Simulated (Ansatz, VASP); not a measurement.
**Two plane-wave programs on SiB6**

The input POSCAR:

```
SiB6
1.0
    4.1300000000      0.0000000000      0.0000000000
    0.0000000000      4.1300000000      0.0000000000
    0.0000000000      0.0000000000      4.1300000000
Si B
1 6
Direct
    0.0000000000      0.0000000000      0.0000000000
    0.2001603885      0.5000000000      0.5000000000
    0.5000000000      0.2001603885      0.5000000000
    0.7998396115      0.5000000000      0.5000000000
    0.5000000000      0.7998396115      0.5000000000
    0.5000000000      0.5000000000      0.2001603885
    0.5000000000      0.5000000000      0.7998396115
```

Contents of INCAR.step1:

```
ALGO     = Normal         # electronic algorithm
EDIFF    = 1E-4           # SCF threshold, eV
ENCUT    = 520            # plane-wave cutoff, eV
GGA      = PE             # functional
ISMEAR   = -1             # smearing method
LASPH    = True           # aspherical terms in the spheres
LCHARG   = False          # write CHGCAR
LREAL    = False          # projectors in reciprocal space
LWAVE    = True           # write WAVECAR
NBANDS   = 20             # bands
NELM     = 100            # most SCF steps
PREC     = Accurate       # precision mode
SIGMA    = 0.05           # smearing width, eV
```

File INCAR.step2:

```
ALGO     = Normal         # electronic algorithm
EDIFF    = 1E-8           # SCF threshold, eV
ENCUT    = 520            # plane-wave cutoff, eV
ISIF     = 2              # what is computed and relaxed
ISMEAR   = -1             # smearing method
ISTART   = 1            
LASPH    = True           # aspherical terms in the spheres
LCHARG   = False          # write CHGCAR
LEFG     = True         
LMIXTAU  = True         
LREAL    = False          # projectors in reciprocal space
LWAVE    = False          # write WAVECAR
METAGGA  = R2SCAN         # meta-GGA
NBANDS   = 20             # bands
NELM     = 100            # most SCF steps
PREC     = Accurate       # precision mode
SIGMA    = 0.05           # smearing width, eV
```

File KPOINTS:

```
k-points
0
Gamma
  7 7 7
```

Input for Ansatz:

```yaml
crystal:
  lattice:
    - [4.13, 0.0, 0.0]
    - [0.0, 4.13, 0.0]
    - [0.0, 0.0, 4.13]
  atoms:
    - { symbol: Si, position: [0.0, 0.0, 0.0] }
    - { symbol: B, position: [0.2001603885, 0.5, 0.5] }
    - { symbol: B, position: [0.5, 0.2001603885, 0.5] }
    - { symbol: B, position: [0.7998396115, 0.5, 0.5] }
    - { symbol: B, position: [0.5, 0.7998396115, 0.5] }
    - { symbol: B, position: [0.5, 0.5, 0.2001603885] }
    - { symbol: B, position: [0.5, 0.5, 0.7998396115] }
kpoints:
  mp_grid: { grid: [7, 7, 7] }
scf:
  occupations: { method: fermi_dirac, width: 0.05 }
hamiltonian:
  xc: r2scan
  pseudopotentials: { kind: paw }
output:
  forces: true
  stress: true
  populations: true
  efg: { quadrupole_moments_barn: { B: 0.04059 }, contact_densities: true }
  write_density: true
  write_potential: true
  elf: true
  volumetric_format: npy
```

Alike in both runs: task electric field gradients; functional r2SCAN; k mesh 7 × 7 × 7; occupations fermi-dirac, width 0.05 eV; no spin polarisation.

```csv
,VASP,Ansatz
version,VASP 6.6.1,Ansatz 0.2.0
potentials or method,"VASP PAW PBE potentials, release 64 (Si, B)","plane-wave PAW, scalar-relativistic"
plane-wave cutoff (eV),520,500
valence electrons in the cell,22,22
```

Ansatz gave:

| Item | Value |
| --- | --- |
| pressure (GPa) | -0.1 |
| rms of the force components (eV/Å) | 0.030 |
| size of Vzz on the site where it differs most (V/Å²) | 16.4 |

Estimate VASP's values.

pressure (GPa): 0.1; rms of the force components (eV/Å): 0.012; size of Vzz on the site where it differs most (V/Å²): 19.8.

VASP's potentials were made for PBE, not for r2SCAN. Atom by atom the forces differ by 0.018 eV/Å (rms over components).
